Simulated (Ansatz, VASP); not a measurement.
# Br in VASP and in Ansatz

The input INCAR:

```
PREC     = Accurate       # precision mode
ENCUT    = 520            # plane-wave cutoff, eV
EDIFF    = 1E-6           # SCF threshold, eV
ISMEAR   = 0              # smearing method
SIGMA    = 0.1            # smearing width, eV
LREAL    = False          # projectors in reciprocal space
LASPH    = True           # aspherical terms in the spheres
NELM     = 80             # most SCF steps
ALGO     = Normal         # electronic algorithm
ISIF     = 2              # what is computed and relaxed
LWAVE    = False          # write WAVECAR
LCHARG   = False          # write CHGCAR
GGA      = PS             # functional
NBANDS   = 22             # bands
```

Contents of KPOINTS:

```
regular mesh
0
Gamma
  6 6 2
```

Contents of POSCAR:

```
Br
1.0
    3.6477160410      0.0000000000      0.0000000000
   -1.8238580205      3.1590147573      0.0000000000
    0.0000000000      0.0000000000     11.7646041924
Br
4
Direct
    0.0000000000      0.0000000000      0.0000000000
    0.0000000000      0.0000000000      0.5000000000
    0.3333333333      0.6666666667      0.7500000000
    0.6666666667      0.3333333333      0.2500000000
```

Input for Ansatz:

```yaml
crystal:
  lattice:
    - [3.647716041, 0.0, 0.0]
    - [-1.8238580205, 3.1590147573, 0.0]
    - [0.0, 0.0, 11.7646041924]
  atoms:
    - { symbol: Br, position: [0.0, 0.0, 0.0] }
    - { symbol: Br, position: [0.0, 0.0, 0.5] }
    - { symbol: Br, position: [0.3333333333, 0.6666666667, 0.75] }
    - { symbol: Br, position: [0.6666666667, 0.3333333333, 0.25] }
basis:
  ecutwfc: 420
kpoints:
  mp_grid: { grid: [6, 6, 2] }
hamiltonian:
  xc: pbesol
scf:
  occupations: { method: gaussian, width: 0.1 }
  lower_state_search: "off"
output:
  forces: true
  stress: true
  eigenvalues: true
```

Alike in both runs: task single point; functional PBEsol; k mesh 6 × 6 × 2; occupations gaussian, width 0.1 eV; no spin polarisation.

|  | VASP | Ansatz |
| --- | --- | --- |
| version | VASP 6.6.1 | Ansatz 0.2.0 |
| potentials or method | VASP PAW PBE potentials, release 64 (Br), cutoff 520 eV | scalar-relativistic, plane waves, PAW |
| valence electrons in the cell | 28 | 28 |

```tsv
	VASP	Ansatz	Ansatz less VASP
gap on the k mesh at the Fermi level (eV)	none	none	-
pressure (GPa)	-5.3	-5.3	+0.01
traceless stress, the component that is largest in VASP (GPa)	-0.29	-0.29	+0.001
```

VASP's potentials were made for PBE, not for PBEsol. A gap of «none» marks a metal or a gap that the smearing closes.
